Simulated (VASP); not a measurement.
Write the native input for VASP 6.6.1 that does the following.

```yaml
Task: single point
Functional: r2SCAN
Dispersion: D3(BJ)
Potentials_or_basis: VASP PAW PBE potentials, release 64 (Cl, O)
Cutoff: 520 eV
k_mesh: 6 × 6 × 6
Occupations: gaussian, width 0.05 eV
Spin: no spin polarisation
Dipole_correction: no
Further_INCAR_settings: ALGO = Normal; EDIFF = 1e-07; NBANDS = 14
```

ClO:

```
CELL_PARAMETERS angstrom
3.19635 0.00116 0.00288
0.00116 3.17965 -0.00470
0.00288 -0.00470 3.17972
ATOMIC_POSITIONS crystal
Cl 0.99202 0.98448 0.99751
O 0.49827 0.51511 0.49123
```

One way to write it, as run:

POSCAR

```
ClO
1.0
    3.1963500000      0.0011600000      0.0028800000
    0.0011600000      3.1796500000     -0.0047000000
    0.0028800000     -0.0047000000      3.1797200000
Cl O
1 1
Direct
    0.9920200000      0.9844800000      0.9975100000
    0.4982695418      0.5151080030      0.4912318599
```

INCAR.step1

```
ALGO = Normal
EDIFF = 1E-4
ENCUT = 520
GGA = PE
ISMEAR = 0
LASPH = T
LCHARG = F
LREAL = F
LWAVE = T
NBANDS = 14
NELM = 80
PREC = Accurate
SIGMA = 0.05
```

INCAR.step2

```
ALGO = Normal
EDIFF = 1E-7
ENCUT = 520
ISIF = 2
ISMEAR = 0
ISTART = 1
IVDW = 12
LASPH = T
LCHARG = T
LELF = T
LMIXTAU = T
LREAL = F
LVHAR = T
LWAVE = F
METAGGA = R2SCAN
NBANDS = 14
NELM = 80
PREC = Accurate
SIGMA = 0.05
VDW_A1 = 0.49484001
VDW_A2 = 5.73083694
VDW_S6 = 1.0
VDW_S8 = 0.78981345
```

KPOINTS

```
k-points
0
Gamma
  6 6 6
```

Potentials or basis: VASP PAW PBE potentials, release 64 (Cl, O).

Command:

```console
$ cat potpaw_PBE.64/Cl/POTCAR potpaw_PBE.64/O/POTCAR > POTCAR
$ cp INCAR.step1 INCAR
$ mpirun -np 1 vasp_std > vasp.out
$ cp INCAR.step2 INCAR
$ mpirun -np 1 vasp_std > vasp.out
```

Results of the run:

| Item | Value |
| --- | --- |
| Pressure | -12.7 GPa |
| Largest force | 0.286 eV/Å |
| Dispersion energy per atom | -0.072 eV |

Caveat: three body term missing; the PAW data sets were made with another functional, which shifts forces and pressure a little; an odd number of electrons without spin polarisation forces a metal; a magnetic or distorted state may lie lower; pairwise dispersion overbinds metals, which lowers pressure and volume.

Run time: 38 s on 1 thread of Intel(R) Xeon(R) 6975P-C (Granite Rapids), with other jobs on the host, peak memory 0.17 GiB.
